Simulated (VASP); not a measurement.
# Zr3Ag (Pm-3m) in VASP: further runs

Runs on Zr3Ag. Level: LDA. Tasks: single point.

Program: VASP 6.6.1. These are calculated values, not measurements. Logs are shortened: lines on timing, memory, paths and dates and some standing lists are left out, and cuts for length are marked.

## (1) The cell of the first run

It takes space group Pm-3m (No. 221, cubic). The conventional cell has a = 4.416 Å, b = 4.416 Å, c = 4.416 Å, α = 90.00°, β = 90.00°, γ = 90.00°. Within 4.1 Å of Zr (site symmetry 4/mmm) lie 8 Zr at 3.12 Å and 4 Ag at 3.12 Å. Ag (site symmetry m-3m) has 12 Zr at 3.12 Å within 4.1 Å.

## (2) Single point, LDA

File INCAR:

```
SYSTEM = Zr3Ag
ALGO = Normal
EDIFF = 1E-6
ENCUT = 520
GGA = CA
ISIF = 2
ISMEAR = -1
LASPH = .True.
LCHARG = .False.
LREAL = .False.
LWAVE = .False.
NBANDS = 32
NELM = 80
PREC = Accurate
SIGMA = 0.15
```

File KPOINTS:

```
k-points
0
Gamma
  5 5 5
  0 0 0
```

File POSCAR:

```
Zr3Ag
1.0
    4.4164950000      0.0000000000      0.0000000000
    0.0000000000      4.4164950000      0.0000000000
    0.0000000000      0.0000000000      4.4164950000
Zr Ag
3 1
Direct
    0.5000000000      0.5000000000      0.0000000000
    0.0000000000      0.5000000000      0.5000000000
    0.5000000000      0.0000000000      0.5000000000
    0.0000000000      0.0000000000      0.0000000000
```

Potentials or basis: VASP PAW LDA potentials, release 64 (Zr_sv, Ag).

Command:

```
$ cat potpaw_LDA.64/Zr_sv/POTCAR potpaw_LDA.64/Ag/POTCAR > POTCAR
$ mpirun -np 1 vasp_std > vasp.out
```

OUTCAR:

```text
SYSTEM = Zr3Ag
   EDIFF = 1E-6
   ENCUT = 520
   GGA = CA
   ISIF = 2
   ISMEAR = -1
   LASPH = .True.
   LREAL = .False.
   NELM = 80
   PREC = Accurate

 ion  position               nearest neighbor table
   1  0.500  0.500  0.000-   2 3.12   3 3.12   4 3.12   2 3.12   3 3.12   3 3.12   4 3.12   3 3.12
                             2 3.12   4 3.12   2 3.12   4 3.12
   2  0.000  0.500  0.500-   1 3.12   3 3.12   4 3.12   1 3.12   4 3.12   3 3.12   4 3.12   4 3.12
                             1 3.12   3 3.12   1 3.12   3 3.12
   3  0.500  0.000  0.500-   1 3.12   2 3.12   4 3.12   1 3.12   4 3.12   1 3.12   2 3.12   1 3.12
                             2 3.12   4 3.12   4 3.12   2 3.12
   4  0.000  0.000  0.000-   1 3.12   2 3.12   3 3.12   2 3.12   3 3.12   1 3.12   2 3.12   2 3.12
                             1 3.12   3 3.12   3 3.12   1 3.12

  LATTYP: Found a simple cubic cell.
 ALAT       =     4.4164950000

  Lattice vectors:

 A1 = (   4.4164950000,   0.0000000000,   0.0000000000)
 A2 = (   0.0000000000,   4.4164950000,   0.0000000000)
 A3 = (   0.0000000000,   0.0000000000,   4.4164950000)

Analysis of symmetry for initial positions (statically):
=====================================================================
 Subroutine PRICEL returns:
 Original cell was already a primitive cell.

 Routine SETGRP: Setting up the symmetry group for a
 simple cubic supercell.

 Subroutine GETGRP returns: Found 48 space group operations
 (whereof 48 operations were pure point group operations)
 out of a pool of 48 trial point group operations.

The static configuration has the point symmetry O_h .

Analysis of symmetry for dynamics (positions and initial velocities):
=====================================================================
 Subroutine PRICEL returns:
 Original cell was already a primitive cell.

 Routine SETGRP: Setting up the symmetry group for a
 simple cubic supercell.

 Subroutine GETGRP returns: Found 48 space group operations
 (whereof 48 operations were pure point group operations)
 out of a pool of 48 trial point group operations.

The dynamic configuration has the point symmetry O_h .

 Subroutine INISYM returns: Found 48 space group operations
 (whereof 48 operations are pure point group operations),
 and found     1 'primitive' translations

----------------------------------------------------------------------------------------
[... 80 lines left out ...]
   ENCUT  =  520.0 eV  38.22 Ry    6.18 a.u.   8.21  8.21  8.21*2*pi/ulx,y,z
   NELM   =     80;   NELMIN=  2; NELMDL= -5     # of ELM steps
   EDIFF  = 0.1E-05   stopping-criterion for ELM
   LREAL  =      F    real-space projection
   EDIFFG = 0.1E-04   stopping-criterion for IOM
   NSW    =      0    number of steps for IOM
   IBRION =     -1    ionic relax: 0-MD 1-quasi-New 2-CG
   NFREE  =      0    steps in history (QN), initial steepest desc. (CG)
   ISIF   =      2    stress and relaxation
   ISYM   =      2    0-nonsym 1-usesym 2-fastsym
   POTIM  = 0.5000    time-step for ionic-motion
   TEBEG  =    0.0;   TEEND  =   0.0 temperature during run
   PSTRESS=    0.0 pullay stress
   NELECT =      47.0000    total number of electrons
   NUPDOWN=      -1.0000    fix difference up-down
   EMIN   =  10.00;   EMAX   =-10.00  energy-range for DOS
   EFERMI =   0.00;   METHOD = LEGACY
   ISMEAR =    -1;   SIGMA  =   0.15  broadening in eV -4-tet -1-fermi 0-gaus
   EFERMI_NEDOS =   21; number of points for ismear=-14 and -15
   IALGO  =     38    algorithm
   IMIX   =      4    mixing-type and parameters
     AMIX     =   0.40;   BMIX     =  1.00
     AMIX_MAG =   1.60;   BMIX_MAG =  1.00
  volume/ion in A,a.u.               =      21.54       145.33
  Fermi-wavevector in a.u.,A,eV,Ry     =   1.337713  2.527912 24.347310  1.789477
  Thomas-Fermi vector in A             =   2.466240
   LORBIT       =      0    0 simple, 1 ext, 2 COOP (PROOUT), +10 PAW based schemes
   GGA     = CA    functional components
   LHFCALC =     F    Hartree Fock is set to
   AEXX    =    0.0000 exact exchange contribution
   IVDW    =     0    specifies the selected vdW correction
   LEPSILON=     F    determine dielectric tensor
   LRPA    =     F    only Hartree local field effects (RPA)
 non-spin polarized calculation
  energy-cutoff  :      520.00
  volume of cell :       86.15
 maximum number of plane-waves:      2338
 NGX is ok and might be reduce to    36
   NGX = 17   NGY = 17   NGZ = 17

 number of electron      47.0000004 magnetization

 Free energy of the ion-electron system (eV)
  ---------------------------------------------------
  ext. energy  EPLUGINS =         0.00000000
  ---------------------------------------------------
  free energy    TOTEN  =       -31.79002990 eV

  energy without entropy =      -31.41060169  energy(sigma->0) =      -31.60031580

 E-fermi :   8.5924     XC(G=0): -11.5865

 val. band max:        8.5153417510   @ k =   0.4000   0.4000   0.2000
 cond. band min:       8.6299104123   @ k =   0.4000   0.4000   0.4000
 fundamental gap:      0.1145686612
 Fermi energy:         8.5923545097

 k-point     1 :       0.0000    0.0000    0.0000
  band No.  band energies     occupation
      1     -39.7756      2.00000
      2     -39.5817      2.00000
      3     -39.5817      2.00000
      4     -18.2797      2.00000
      5     -18.2797      2.00000
      6     -18.2797      2.00000
[... 339 lines left out ...]
     31      12.1493      0.00000
     32      12.3590      0.00000

------------------------ aborting loop because EDIFF is reached ----------------------------------------

  FORCE on cell =-STRESS in cart. coord.  units (eV):
  Direction    XX          YY          ZZ          XY          YZ          ZX
  --------------------------------------------------------------------------------------
  -------------------------------------------------------------------------------------
  Total       -4.0644126     -4.0644126     -4.0644126      0.0000000     -0.0000000      0.0000000
  in kB      -75.5918798    -75.5918798    -75.5918798      0.0000000     -0.0000000      0.0000000
  external PRESSURE =     -75.5918798 kB  Pullay stress =       0.0000000 kB

 VOLUME and BASIS-vectors are now :
 -----------------------------------------------------------------------------
  energy-cutoff  :      520.00
  volume of cell :       86.15
      direct lattice vectors                 reciprocal lattice vectors
     4.416495000  0.000000000  0.000000000     0.226423895  0.000000000  0.000000000
     0.000000000  4.416495000  0.000000000     0.000000000  0.226423895  0.000000000
     0.000000000  0.000000000  4.416495000     0.000000000  0.000000000  0.226423895

 POSITION                                       TOTAL-FORCE (eV/Angst)
 -----------------------------------------------------------------------------------
      2.20825      2.20825      0.00000         0.000000      0.000000      0.000000
      0.00000      2.20825      2.20825         0.000000      0.000000      0.000000
      2.20825      0.00000      2.20825         0.000000      0.000000      0.000000
      0.00000      0.00000      0.00000         0.000000      0.000000      0.000000
 -----------------------------------------------------------------------------------
    total drift:                                0.000000      0.000000      0.000000

  FREE ENERGIE OF THE ION-ELECTRON SYSTEM (eV)
  ---------------------------------------------------
  free  energy   TOTEN  =       -31.7900299007 eV

  energy  without entropy=      -31.4106016902  energy(sigma->0) =      -31.60031580
```

stdout:

```text
POSCAR found type information on POSCAR ZrAg
 POSCAR found :  2 types and       4 ions
 scaLAPACK will be used
 LDA part: xc-table for (Slater(with rela. corr.)+CA(PZ))
 , standard interpolation
 POSCAR, INCAR and KPOINTS ok, starting setup
 FFT: planning ... GRIDC
 FFT: planning ... GRID_SOFT
 FFT: planning ... GRID
 WAVECAR not read
 entering main loop
```

It took 40 s on 1 thread of Intel Xeon 8259CL, shared host; peak memory 0.15 GiB.

Results:

```yaml
Free_energy: -31.7900 eV
Pressure: -7.6 GPa
```

## (3) Single point, LDA

File INCAR:

```
PREC = Accurate ; ENCUT = 520
EDIFF = 1E-6 ; ISMEAR = -1
SIGMA = 0.15 ; LREAL = False
LASPH = True ; NELM = 60
ALGO = Normal ; ISIF = 2
LWAVE = False ; LCHARG = False
NBANDS = 32
```

File KPOINTS:

```
regular mesh
0
Gamma
  5 5 5
```

POSCAR is that of step 2.

Potentials or basis: VASP PAW LDA potentials, release 64 (Zr_sv, Ag).

Command:

```
$ cat potpaw_LDA.64/Zr_sv/POTCAR potpaw_LDA.64/Ag/POTCAR > POTCAR
$ mpirun -np 1 vasp_std > vasp.out
```

OUTCAR:

```text
PREC = Accurate
   ENCUT = 520
   EDIFF = 1E-6
   ISMEAR = -1
   LREAL = False
   LASPH = True
   NELM = 60
   ISIF = 2

 ion  position               nearest neighbor table
   1  0.500  0.500  0.000-   2 3.12   3 3.12   4 3.12   2 3.12   3 3.12   3 3.12   4 3.12   3 3.12
                             2 3.12   4 3.12   2 3.12   4 3.12
   2  0.000  0.500  0.500-   1 3.12   3 3.12   4 3.12   1 3.12   4 3.12   3 3.12   4 3.12   4 3.12
                             1 3.12   3 3.12   1 3.12   3 3.12
   3  0.500  0.000  0.500-   1 3.12   2 3.12   4 3.12   1 3.12   4 3.12   1 3.12   2 3.12   1 3.12
                             2 3.12   4 3.12   4 3.12   2 3.12
   4  0.000  0.000  0.000-   1 3.12   2 3.12   3 3.12   2 3.12   3 3.12   1 3.12   2 3.12   2 3.12
                             1 3.12   3 3.12   3 3.12   1 3.12

  LATTYP: Found a simple cubic cell.
 ALAT       =     4.4164950000

  Lattice vectors:

 A1 = (   4.4164950000,   0.0000000000,   0.0000000000)
 A2 = (   0.0000000000,   4.4164950000,   0.0000000000)
 A3 = (   0.0000000000,   0.0000000000,   4.4164950000)

Analysis of symmetry for initial positions (statically):
=====================================================================
 Subroutine PRICEL returns:
 Original cell was already a primitive cell.

[... 161 lines left out ...]
 cond. band min:       8.6299104123   @ k =   0.4000   0.4000   0.4000
 fundamental gap:      0.1145686612
 Fermi energy:         8.5923545097

 k-point     1 :       0.0000    0.0000    0.0000
  band No.  band energies     occupation
      1     -39.7756      2.00000
      2     -39.5817      2.00000
      3     -39.5817      2.00000
      4     -18.2797      2.00000
      5     -18.2797      2.00000
      6     -18.2797      2.00000
[... 339 lines left out ...]
     31      12.1493      0.00000
     32      12.3590      0.00000

------------------------ aborting loop because EDIFF is reached ----------------------------------------

  FORCE on cell =-STRESS in cart. coord.  units (eV):
  Direction    XX          YY          ZZ          XY          YZ          ZX
  --------------------------------------------------------------------------------------
  -------------------------------------------------------------------------------------
  Total       -4.0644126     -4.0644126     -4.0644126      0.0000000     -0.0000000      0.0000000
  in kB      -75.5918798    -75.5918798    -75.5918798      0.0000000     -0.0000000      0.0000000
  external PRESSURE =     -75.5918798 kB  Pullay stress =       0.0000000 kB

 VOLUME and BASIS-vectors are now :
 -----------------------------------------------------------------------------
  energy-cutoff  :      520.00
  volume of cell :       86.15
      direct lattice vectors                 reciprocal lattice vectors
     4.416495000  0.000000000  0.000000000     0.226423895  0.000000000  0.000000000
     0.000000000  4.416495000  0.000000000     0.000000000  0.226423895  0.000000000
     0.000000000  0.000000000  4.416495000     0.000000000  0.000000000  0.226423895

 POSITION                                       TOTAL-FORCE (eV/Angst)
 -----------------------------------------------------------------------------------
      2.20825      2.20825      0.00000         0.000000      0.000000      0.000000
      0.00000      2.20825      2.20825         0.000000      0.000000      0.000000
      2.20825      0.00000      2.20825         0.000000      0.000000      0.000000
      0.00000      0.00000      0.00000         0.000000      0.000000      0.000000
 -----------------------------------------------------------------------------------
    total drift:                                0.000000      0.000000      0.000000

  FREE ENERGIE OF THE ION-ELECTRON SYSTEM (eV)
  ---------------------------------------------------
  free  energy   TOTEN  =       -31.7900299007 eV

  energy  without entropy=      -31.4106016902  energy(sigma->0) =      -31.60031580
```

stdout:

```text
POSCAR found type information on POSCAR ZrAg
 POSCAR found :  2 types and       4 ions
 scaLAPACK will be used
 LDA part: xc-table for (Slater(with rela. corr.)+CA(PZ))
 , standard interpolation
 POSCAR, INCAR and KPOINTS ok, starting setup
 FFT: planning ... GRIDC
 FFT: planning ... GRID_SOFT
 FFT: planning ... GRID
 WAVECAR not read
 entering main loop
```

Run time: 41 s. Hardware: 1 thread of Intel Xeon 8259CL, shared host; peak memory 0.15 GiB.

Results:

```
Free energy : -31.7900 eV
Pressure    : -7.6 GPa
```

Levels at points of the mesh, in eV from the Fermi level:
```
           k point  band 22  band 23  band 24  band 25  band 26  band 27
(0.00, 0.00, 0.00)    -0.92    -0.42    -0.42     2.70     2.70     2.70
```
